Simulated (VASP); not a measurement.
Runs of VASP 6.6.1 on Cr. The structure is that of space group Im-3m (No. 229), or close to it. The cells are those of the table. 

```csv
cell,k mesh,gap on the mesh (eV),pressure (GPa),moment (μB)
"a = 2.939 Å, 2 atoms",16 × 16 × 16,none,2.7,0.00
"a = 2.998 Å, 2 atoms",16 × 16 × 16,none,(a),0.00
"a = 2.919 Å, 2 atoms",16 × 16 × 16,none,(b),0.00
"a = 2.829 Å, 2 atoms",12 × 12 × 12,none,21.0,0.00
"a = 2.979 Å, 2 atoms",16 × 16 × 16,none,-1.5,0.00
```

Alike in all rows: task single point; level r2SCAN; potentials or basis VASP PAW PBE potentials, release 64 (Cr_pv); spin collinear, antiferromagnetic start; cutoff (eV) 520; smearing gaussian 0.05 eV.

Problem. Estimate the missing entries.

Solution. (a) -3.2; (b) 5.5.

Caveats: the antiferromagnetic order is the one typed at the start, and another may lie lower; the PAW data sets were made with another functional, which shifts forces and pressure a little; the cell stands under pressure (at least some runs); the cell stands under tension (at least some runs).

A gap of «none» marks levels without a gap at the run's occupations.
